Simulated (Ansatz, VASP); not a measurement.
**Two plane-wave programs on MgO**

```
Mg O
1.0
     0.52045    2.42455    2.42455
     2.42455    0.52045    2.42455
     2.42455    2.42455    0.52045
Mg O
1 1
Direct
  0.00000 0.00000 0.00000
  0.50000 0.50000 0.50000
```

Alike in both runs: task single point; functional PBE; k mesh 10 × 10 × 10; occupations gaussian, width 0.05 eV; no spin polarisation.

```csv
,VASP,Ansatz
version,VASP 6.6.1,Ansatz 0.2.0
potentials or method,"VASP PAW PBE potentials, release 64 (Mg, O), cutoff 600 eV","scalar-relativistic, plane waves, PAW"
valence electrons in the cell,8,16
```

```csv
,VASP,Ansatz,Ansatz less VASP
gap on the k mesh at the Fermi level (eV),0.25,0.27,+0.029
least direct gap on the mesh (eV),0.25,0.27,+0.029
pressure (GPa),2.4,3.1,+0.76
"traceless stress, the component that is largest in VASP (GPa)",-44.94,-44.75,+0.198
```

With one functional, cell and mesh, what is left measures potentials, basis and numerics. VASP's potentials hold 8 valence electrons a cell and Ansatz's 16, so a difference there can come from the potentials and not from the codes.
